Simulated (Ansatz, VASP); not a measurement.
**Two plane-wave programs on Au**

```
Au
1.0
     2.91696    0.00000    0.00000
    -1.45848    2.52616    0.00000
     0.00000    0.00000    4.89003
Au
2
Direct
  0.26100 0.66667 0.75000
  0.73900 0.33333 0.25000
```

Change from the starting cell: mode 4 frozen in at -0.211 Å, equal normal strain along x, y and z +0.0000.

Alike in both runs: task single point; functional PBE; k mesh 18 × 18 × 10; occupations gaussian, width 0.15 eV; no spin polarisation.

|  | VASP | Ansatz |
| --- | --- | --- |
| version | VASP 6.6.1 | Ansatz 0.2.0 |
| potentials or method | VASP PAW PBE potentials, release 64 (Au), cutoff 500 eV | scalar-relativistic, plane waves, PAW |
| valence electrons in the cell | 22 | 38 |

|  | VASP | Ansatz | Ansatz less VASP |
| --- | --- | --- | --- |
| gap on the k mesh at the Fermi level (eV) | none | none | - |
| pressure (GPa) | 1.0 | 1.3 | +0.23 |
| traceless stress, the component that is largest in VASP (GPa) | 2.28 | 2.30 | +0.027 |
| rms of the force components (eV/Å) | 0.170 | 0.171 | +0.0009 |

Atom by atom the forces differ by 0.001 eV/Å (rms over components). A gap of «none» marks a metal or a gap that the smearing closes. VASP's potentials hold 22 valence electrons a cell and Ansatz's 38, so a difference there can come from the potentials and not from the codes.

Neither program's run includes spin-orbit coupling.
